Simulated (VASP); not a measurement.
# Os (P6_3/mmc) in VASP: a series of runs

Aim: see how the results for Os move with the level of theory and the settings. Levels: RPBE+D3(BJ), PBE. Tasks: single point.

All numbers are computed with VASP 6.6.1; they aren't measurements. Logs are shortened: lines on timing, memory, paths and dates and some standing lists are left out, and cuts for length are marked.

### Step 1. The cell of the first run

Symmetry: P6_3/mmc, No. 194, hexagonal system. Conventional cell: a = 2.662 Å, b = 2.662 Å, c = 4.228 Å, α = 90.00°, β = 90.00°, γ = 120.00°. Os (site symmetry -6m2) has 12 Os at 2.61 to 2.66 Å within 3.4 Å.

### Step 2. Single point, RPBE+D3(BJ)

INCAR reads:

```
SYSTEM = Os
PREC = Accurate
ENCUT = 520
EDIFF = 1E-6
ISMEAR = -1
SIGMA = 0.05
LREAL = .FALSE.
LASPH = .TRUE.
NELM = 80
ALGO = Normal
ISIF = 2
LWAVE = .FALSE.
LCHARG = .TRUE.
GGA = RP
IVDW = 12
LELF = .TRUE.
LVHAR = .TRUE.
NBANDS = 15
```

KPOINTS reads:

```
Automatic mesh
0
G
  11 11 6
  0 0 0
```

POSCAR reads:

```
Os
1.0
    2.6623767190      0.0000000000      0.0000000000
   -1.3311883595      2.3056858731      0.0000000000
    0.0000000000      0.0000000000      4.2275552716
Os
2
Direct
    0.6666666667      0.3333333333      0.7500000000
    0.3333333333      0.6666666667      0.2500000000
```

Potentials or basis: VASP PAW PBE potentials, release 64 (Os).

Started as:

```bash
cat potpaw_PBE.64/Os/POTCAR > POTCAR
mpirun -np 1 vasp_std > vasp.out
```

OUTCAR:

```text
SYSTEM = Os
   PREC = Accurate
   ENCUT = 520
   EDIFF = 1E-6
   ISMEAR = -1
   LREAL = .FALSE.
   LASPH = .TRUE.
   NELM = 80
   ISIF = 2
   GGA = RP
   IVDW = 12
 IVDW          = 12

 ion  position               nearest neighbor table
   1  0.667  0.333  0.750-   2 2.61   2 2.61   2 2.61   2 2.61   2 2.61   2 2.61
   2  0.333  0.667  0.250-   1 2.61   1 2.61   1 2.61   1 2.61   1 2.61   1 2.61

  LATTYP: Found a hexagonal cell.
 ALAT       =     2.6623767190
 C/A-ratio  =     1.5878877100

  Lattice vectors:

 A1 = (   2.6623767190,   0.0000000000,   0.0000000000)
 A2 = (  -1.3311883595,   2.3056858731,   0.0000000000)
 A3 = (   0.0000000000,   0.0000000000,   4.2275552716)

Analysis of symmetry for initial positions (statically):
=====================================================================
 Subroutine PRICEL returns:
 Original cell was already a primitive cell.

 Routine SETGRP: Setting up the symmetry group for a
 hexagonal supercell.

 Subroutine GETGRP returns: Found 24 space group operations
 (whereof 12 operations were pure point group operations)
 out of a pool of 24 trial point group operations.

The static configuration has the point symmetry D_3d.
 The point group associated with its full space group is D_6h.

Analysis of symmetry for dynamics (positions and initial velocities):
=====================================================================
 Subroutine PRICEL returns:
 Original cell was already a primitive cell.

 Routine SETGRP: Setting up the symmetry group for a
 hexagonal supercell.

 Subroutine GETGRP returns: Found 24 space group operations
 (whereof 12 operations were pure point group operations)
 out of a pool of 24 trial point group operations.

The dynamic configuration has the point symmetry D_3d.
 The point group associated with its full space group is D_6h.

 Subroutine INISYM returns: Found 24 space group operations
 (whereof 12 operations are pure point group operations),
 and found     1 'primitive' translations

----------------------------------------------------------------------------------------

                                     Primitive cell

  volume of cell :      25.9513

  direct lattice vectors                    reciprocal lattice vectors
     2.662376719  0.000000000  0.000000000     0.375604246  0.216855213  0.000000000
    -1.331188360  2.305685873  0.000000000     0.000000000  0.433710425  0.000000000
     0.000000000  0.000000000  4.227555272     0.000000000  0.000000000  0.236543330

  length of vectors
     2.662376719  2.662376719  4.227555272     0.433710425  0.433710425  0.236543330

  position of ions in fractional coordinates (direct lattice)
     0.666666667  0.333333333  0.750000000
     0.333333333  0.666666667  0.250000000

  ion indices of the primitive-cell ions
   primitive index   ion index
                 1           1
                 2           2

----------------------------------------------------------------------------------------

 KPOINTS: Automatic mesh

Automatic generation of k-mesh.
 Grid dimensions read from file:
 generate k-points for:   11   11    6

 Generating k-lattice:

  Cartesian coordinates                     Fractional coordinates (reciprocal lattice)
     0.034145841  0.019714110  0.000000000     0.090909091  0.000000000  0.000000000
     0.000000000  0.039428220  0.000000000     0.000000000  0.090909091  0.000000000
     0.000000000  0.000000000  0.039423888     0.000000000  0.000000000  0.166666667

  Length of vectors
     0.039428220  0.039428220  0.039423888

  Shift w.r.t. Gamma in fractional coordinates (k-lattice)
     0.000000000  0.000000000  0.000000000

 Subroutine IBZKPT returns following result:
 ===========================================

 Found     64 irreducible k-points:

 Following reciprocal coordinates:
            Coordinates               Weight
  0.000000  0.000000  0.000000      1.000000
  0.090909  0.000000  0.000000      6.000000
  0.181818 -0.000000  0.000000      6.000000
  0.272727  0.000000  0.000000      6.000000
  0.363636  0.000000  0.000000      6.000000
  0.454545  0.000000  0.000000      6.000000
[... 16 lines left out ...]
  0.090909  0.090909  0.166667     12.000000
  0.181818  0.090909  0.166667     24.000000
 [... further k-points ...]
   k-points           NKPTS =     64   k-points in BZ     NKDIM =     64   number of bands    NBANDS=     15
   number of dos      NEDOS =    301   number of ions     NIONS =      2
   total plane-waves  NPLWV =  12800
   dimension x,y,z NGX =    20 NGY =   20 NGZ =   32
   dimension x,y,z NGXF=    40 NGYF=   40 NGZF=   64
   ions per type =               2
   NGX,Y,Z   is equivalent  to a cutoff of  12.49, 12.49, 12.58 a.u.
   NGXF,Y,Z  is equivalent  to a cutoff of  24.98, 24.98, 25.17 a.u.
 SYSTEM =  Os
   PREC   = accura    normal or accurate (medium, high low for compatibility)
   ISTART =      0    job   : 0-new  1-cont  2-samecut
   ICHARG =      2    charge: 1-file 2-atom 10-const
   ISPIN  =      1    spin polarized calculation?
   LNONCOLLINEAR =      F non collinear calculations
   LSORBIT =      F    spin-orbit coupling
   LASPH  =      T    aspherical Exc in radial PAW
   ENCUT  =  520.0 eV  38.22 Ry    6.18 a.u.   4.95  4.95  7.86*2*pi/ulx,y,z
   NELM   =     80;   NELMIN=  2; NELMDL= -5     # of ELM steps
   EDIFF  = 0.1E-05   stopping-criterion for ELM
   LREAL  =      F    real-space projection
   EDIFFG = 0.1E-04   stopping-criterion for IOM
   NSW    =      0    number of steps for IOM
   IBRION =     -1    ionic relax: 0-MD 1-quasi-New 2-CG
   NFREE  =      0    steps in history (QN), initial steepest desc. (CG)
   ISIF   =      2    stress and relaxation
   ISYM   =      2    0-nonsym 1-usesym 2-fastsym
   POTIM  = 0.5000    time-step for ionic-motion
   TEBEG  =    0.0;   TEEND  =   0.0 temperature during run
   PSTRESS=    0.0 pullay stress
   NELECT =      16.0000    total number of electrons
   NUPDOWN=      -1.0000    fix difference up-down
   EMIN   =  10.00;   EMAX   =-10.00  energy-range for DOS
   EFERMI =   0.00;   METHOD = LEGACY
   ISMEAR =    -1;   SIGMA  =   0.05  broadening in eV -4-tet -1-fermi 0-gaus
   EFERMI_NEDOS =   21; number of points for ismear=-14 and -15
   IALGO  =     38    algorithm
   IMIX   =      4    mixing-type and parameters
     AMIX     =   0.40;   BMIX     =  1.00
     AMIX_MAG =   1.60;   BMIX_MAG =  1.00
  volume/ion in A,a.u.               =      12.98        87.56
  Fermi-wavevector in a.u.,A,eV,Ry     =   1.393355  2.633060 26.414878  1.941439
  Thomas-Fermi vector in A             =   2.517009
   LORBIT       =      0    0 simple, 1 ext, 2 COOP (PROOUT), +10 PAW based schemes
   GGA     = RP    functional components
   LHFCALC =     F    Hartree Fock is set to
   AEXX    =    0.0000 exact exchange contribution
   IVDW    =    12    specifies the selected vdW correction
   LEPSILON=     F    determine dielectric tensor
   LRPA    =     F    only Hartree local field effects (RPA)
 non-spin polarized calculation
  energy-cutoff  :      520.00
  volume of cell :       25.95
 maximum number of plane-waves:       712
 NGX is ok and might be reduce to    20
   NGX =  9   NGY =  9   NGZ = 15

 number of electron      16.0000002 magnetization

 Free energy of the ion-electron system (eV)
  ---------------------------------------------------
  ext. energy  EPLUGINS =         0.00000000
  ---------------------------------------------------
  free energy    TOTEN  =       -20.76346479 eV

  energy without entropy =      -20.75146389  energy(sigma->0) =      -20.75746434

 E-fermi :  10.6805     XC(G=0): -14.4718

 val. band max:       10.6772026355   @ k =   0.3636   0.0000   0.3333
 cond. band min:      10.7080568671   @ k =   0.0000   0.0000   0.0000
 fundamental gap:      0.0308542315
 Fermi energy:        10.6804511380

 k-point     1 :       0.0000    0.0000    0.0000
  band No.  band energies     occupation
      1      -0.9033      2.00000
      2       2.1846      2.00000
      3       7.3157      2.00000
      4       7.3157      2.00000
      5       7.5350      2.00000
      6       8.2539      2.00000
      7       8.2539      2.00000
      8       9.0379      2.00000
      9       9.0379      2.00000
     10      10.7081      0.73075
     11      12.6141      0.00000
     12      12.6141      0.00000
     13      20.6815      0.00000
     14      24.6994      0.00000
     15      27.4273      0.00000

 k-point     2 :       0.0909    0.0000    0.0000
  band No.  band energies     occupation
      1      -0.5397      2.00000
      2       2.5069      2.00000
      3       6.6858      2.00000
      4       7.6440      2.00000
      5       7.9758      2.00000
      6       8.1309      2.00000
      7       8.4840      2.00000
      8       8.5623      2.00000
      9       8.7754      2.00000
     10       9.5799      2.00000
     11      12.7987      0.00000
     12      14.3674      0.00000
     13      20.6657      0.00000
     14      25.4761      0.00000
     15      27.9035      0.00000

 k-point     3 :       0.1818   -0.0000    0.0000
  band No.  band energies     occupation
      1       0.4547      2.00000
      2       3.2482      2.00000
      3       5.9815      2.00000
      4       6.8318      2.00000
      5       7.5133      2.00000
      6       8.1889      2.00000
      7       8.5953      2.00000
      8       8.9239      2.00000
      9       8.9446      2.00000
     10       9.4488      2.00000
     11      13.1695      0.00000
     12      16.9488      0.00000
     13      20.4662      0.00000
     14      27.0556      0.00000
     15      28.2394      0.00000
[... 343 lines left out ...]
 k-point    23 :       0.0909    0.0909    0.1667
  band No.  band energies     occupation
      1       0.4737      2.00000
      2       3.1778      2.00000
      3       6.1361      2.00000
      4       6.6051      2.00000
      5       7.4115      2.00000
      6       7.8548      2.00000
      7       8.3527      2.00000
      8       8.7493      2.00000
      9       9.5658      2.00000
     10       9.6036      2.00000
     11      12.9402      0.00000
     12      15.1804      0.00000
     13      22.1469      0.00000
     14      26.1883      0.00000
     15      28.4408      0.00000

 k-point    24 :       0.1818    0.0909    0.1667
  band No.  band energies     occupation
      1       1.5713      2.00000
      2       3.9331      2.00000
      3       5.4373      2.00000
      4       5.6779      2.00000
      5       7.0238      2.00000
      6       7.7431      2.00000
      7       8.4039      2.00000
      8       9.4204      2.00000
      9      10.1290      1.99997
     10      10.5474      1.86931
     11      13.1172      0.00000
     12      16.8551      0.00000
     13      22.0404      0.00000
     14      26.8015      0.00000
     15      27.6402      0.00000

 [... further k-points ...]

------------------------ aborting loop because EDIFF is reached ----------------------------------------

 Edisp (eV)   -8.82617

 E8    (eV) :    -6.2757

  FORCE on cell =-STRESS in cart. coord.  units (eV):
  Direction    XX          YY          ZZ          XY          YZ          ZX
  --------------------------------------------------------------------------------------
  -------------------------------------------------------------------------------------
  Total       0.14876     0.14876     0.12725    -0.00000     0.00000     0.00000
  in kB       9.18395     9.18395     7.85585    -0.00000     0.00000     0.00000
  external pressure =        8.74 kB  Pullay stress =        0.00 kB

 VOLUME and BASIS-vectors are now :
 -----------------------------------------------------------------------------
  energy-cutoff  :      520.00
  volume of cell :       25.95
      direct lattice vectors                 reciprocal lattice vectors
     2.662376719  0.000000000  0.000000000     0.375604246  0.216855213  0.000000000
    -1.331188360  2.305685873  0.000000000     0.000000000  0.433710425  0.000000000
     0.000000000  0.000000000  4.227555272     0.000000000  0.000000000  0.236543330

 POSITION                                       TOTAL-FORCE (eV/Angst)
 -----------------------------------------------------------------------------------
      1.33119      0.76856      3.17067        -0.000000      0.000000      0.000000
     -0.00000      1.53712      1.05689         0.000000      0.000000      0.000000
 -----------------------------------------------------------------------------------
    total drift:                               -0.000000      0.000000     -0.000000

  FREE ENERGIE OF THE ION-ELECTRON SYSTEM (eV)
  ---------------------------------------------------
  free  energy   TOTEN  =       -29.5896351676 eV

  energy  without entropy=      -29.5776342691  energy(sigma->0) =      -29.58363472
```

Run time: 18 s. Hardware: 1 thread of Intel Xeon 6975P-C (Granite Rapids), shared host; peak memory 0.16 GiB.

Results:

- Free energy: -29.5896 eV
- Pressure: 0.9 GPa
- Band gap on the k mesh: zero (band 8 reaches 13.14 eV, above the bottom of band 9 at 8.78 eV)
- Dispersion energy per atom: -4.413 eV

Stress tensor (GPa, compression positive):
```
0.92 0.00 0.00
0.00 0.92 0.00
0.00 0.00 0.79
```

Levels at points of the mesh, in eV from the Fermi level:
```tsv
k point	band 4	band 5	band 6	band 7	band 8	band 9	band 10	band 11	band 12	band 13
(0.00, 0.00, 0.00)	-3.36	-3.15	-2.43	-2.43	-1.64	-1.64	0.03	1.93	1.93	10.00
(0.00, 0.00, 0.50)	-3.92	-3.56	-3.56	-3.56	-3.56	1.07	1.07	1.07	1.07	13.76
```

Caveat: the PAW data sets were made with another functional, which shifts forces and pressure a little; spin-orbit coupling is left out, which moves the levels of the heavy elements; pairwise dispersion overbinds metals, which lowers pressure and volume.

### Step 3. Single point, PBE

This run uses another cell than the first one, of 13.98 Å³/atom, 1.078 times its volume.

INCAR reads:

```
SYSTEM = Os
  PREC = Accurate
  ENCUT = 520
  EDIFF = 1E-7
  ISMEAR = 0
  SIGMA = 0.023
  LREAL = .FALSE.
  LASPH = .TRUE.
  NELM = 60
  ALGO = Fast
  ISIF = 2
  LWAVE = .FALSE.
  LCHARG = .FALSE.
  GGA = PE
  NBANDS = 15
```

KPOINTS is that of step 2.

POSCAR reads:

```
Os
1.0
    2.7341000000      0.0000000000      0.0000000000
   -1.3670500000      2.3678000565      0.0000000000
    0.0000000000      0.0000000000      4.3197000000
Os
2
Direct
    0.6666666667      0.3333333333      0.7500000000
    0.3333333333      0.6666666667      0.2500000000
```

Potentials or basis: VASP PAW PBE potentials, release 64 (Os).

Started as:

```bash
cat potpaw_PBE.64/Os/POTCAR > POTCAR
mpirun -np 1 vasp_std > vasp.out
```

Run time: 25 s. Hardware: 1 thread of Intel Xeon 6975P-C (Granite Rapids), shared host; peak memory 0.14 GiB.

It converged, with:

```yaml
Free_energy: -22.4680 eV
Pressure: 8.8 GPa
Band_gap_on_the_k_mesh: zero (band 8 reaches 11.57 eV, above the bottom of band 9 at 7.68 eV)
```

Stress tensor (GPa, compression positive):
```
8.70 0.00 0.00
0.00 8.70 0.00
0.00 0.00 8.99
```

Levels at points of the mesh, in eV from the Fermi level:
| k point | band 5 | band 6 | band 7 | band 8 | band 9 | band 10 | band 11 | band 12 |
| --- | --- | --- | --- | --- | --- | --- | --- | --- |
| (0.00, 0.00, 0.00) | -2.74 | -2.15 | -2.15 | -1.50 | -1.50 | 0.08 | 1.75 | 1.75 |
| (0.00, 0.00, 0.50) | -3.19 | -3.19 | -3.19 | -3.19 | 0.96 | 0.96 | 0.96 | 0.96 |

Caveat: spin-orbit coupling is left out, which moves the levels of the heavy elements.
